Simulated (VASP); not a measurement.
A run of VASP 6.6.1:

File INCAR:

```
SYSTEM = AlRu
PREC = Accurate ; ENCUT = 520
EDIFF = 1E-6 ; ISMEAR = -1
SIGMA = 0.1 ; LREAL = .False.
LASPH = .True. ; NELM = 60
ALGO = Normal ; ISIF = 2
LWAVE = .False. ; LCHARG = .False.
GGA = PE ; NBANDS = 16
```

Contents of KPOINTS:

```
regular mesh
0
Gamma
  15 15 15
  0 0 0
```

POSCAR

```
AlRu
1.0
    0.0000000000      2.1211577172      2.1211577172
    2.1211577172      0.0000000000      2.1211577172
    2.1211577172      2.1211577172      0.0000000000
Ru Al
1 1
Direct
    0.0000000000      0.0000000000      0.0000000000
    0.5000000000      0.5000000000      0.5000000000
```

Potentials or basis: VASP PAW PBE potentials, release 64 (Ru_pv, Al).

The run is started by

```sh
$ cat potpaw_PBE.64/Ru_pv/POTCAR potpaw_PBE.64/Al/POTCAR > POTCAR
$ mpirun -np 1 vasp_std > vasp.out
```

Hardware: 1 thread of Intel(R) Xeon(R) 6975P-C (Granite Rapids), on a shared host.

**Question.** How long does it take, and how much memory?

**Answer.** Wall time 9.3 s on 1 thread of Intel(R) Xeon(R) 6975P-C (Granite Rapids), on a shared host, peak memory 0.16 GiB. Counts: scf iterations 10, k points 120.
